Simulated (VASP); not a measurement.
CaSe: single point with PBE

The system is CaSe.

```
Ca Se
1.0
    -0.01484    2.96754    2.96754
     2.96754   -0.01484    2.96754
     2.95270    2.95270    0.00000
Ca Se
1 1
Direct
  0.00000 0.00000 0.00000
  0.50000 0.50000 0.50000
```

This cell differs from its parent crystal: shear xy strain -1.0%.

| Quantity | Value |
| --- | --- |
| Program | VASP 6.6.1 |
| Task | single point |
| Functional | PBE |
| Potentials or basis | VASP PAW PBE potentials, release 64 (Ca_sv, Se) |
| Cutoff | 520 eV |
| k mesh | 4 × 4 × 4 |
| Occupations | gaussian, width 0.01 eV |
| Spin | no spin polarisation |

```yaml
Pressure: 0.9 GPa
Band_gap_on_the_k_mesh: 2.01 eV, indirect (least direct gap 2.92 eV)
```

Stress tensor (GPa, compression positive):
```
0.86 0.28 0.00
0.28 0.86 0.00
0.00 0.00 0.85
```

Levels at points of the mesh, in eV from the valence-band top:
```tsv
k point	band 4	band 5	band 6	band 7	band 8	band 9	band 10	band 11	band 12	band 13
(0.00, 0.00, 0.00)	-20.82	-11.79	-0.06	-0.03	0.00	3.25	3.63	3.67	3.70	4.23
(0.50, 0.00, 0.00)	-20.82	-11.12	-3.28	-1.21	-1.17	4.48	5.38	5.44	5.45	7.40
(0.50, 0.50, 0.00)	-20.85	-11.22	-2.53	-0.99	-0.91	2.01	4.97	4.98	5.94	5.96
(0.00, 0.00, 0.50)	-20.82	-11.11	-3.27	-1.24	-1.21	4.45	5.40	5.43	5.48	7.42
(0.50, 0.00, 0.50)	-20.85	-11.22	-2.53	-0.95	-0.95	2.01	4.97	4.98	5.94	5.97
```

Wall time 13 s on 1 thread of Intel(R) Xeon(R) Platinum 8259CL CPU @ 2.50GHz (Skylake/Cascade Lake), on a shared host, peak memory 0.17 GiB.

Caveat: the k points lie up to 0.46 Å⁻¹ apart; the cell differs from its parent crystal (shear xy strain -1.0%). A k mesh can miss the band edges.
